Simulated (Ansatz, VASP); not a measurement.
## Ga in VASP and in Ansatz

```
Ga
1.0
    -1.36188    1.36188    2.26243
     1.36188   -1.36188    2.26243
     1.36188    1.36188   -2.26243
Ga
1
Direct
  0.00000 0.00000 0.00000
```

Change from the starting cell: strain -0.030 along x and y, +0.015 along z, atoms carried along.

Alike in both runs: task single point; functional PBEsol; k mesh 24 × 24 × 24; occupations gaussian, width 0.15 eV; no spin polarisation.

```csv
,VASP,Ansatz
version,VASP 6.6.1,Ansatz 0.2.0
potentials or method,"VASP PAW PBE potentials, release 64 (Ga_d), cutoff 520 eV","scalar-relativistic, plane waves, PAW"
valence electrons in the cell,13,13
```

VASP gave:

```
gap on the k mesh at the Fermi level (eV)                     : none
pressure (GPa)                                                : 3.9
traceless stress, the component that is largest in VASP (GPa) : -0.98
```

Task: Estimate Ansatz's values.

Result: gap on the k mesh at the Fermi level (eV): none; pressure (GPa): 3.8; traceless stress, the component that is largest in VASP (GPa): -0.97.

VASP's potentials were made for PBE, not for PBEsol. A gap of «none» marks a metal or a gap that the smearing closes.
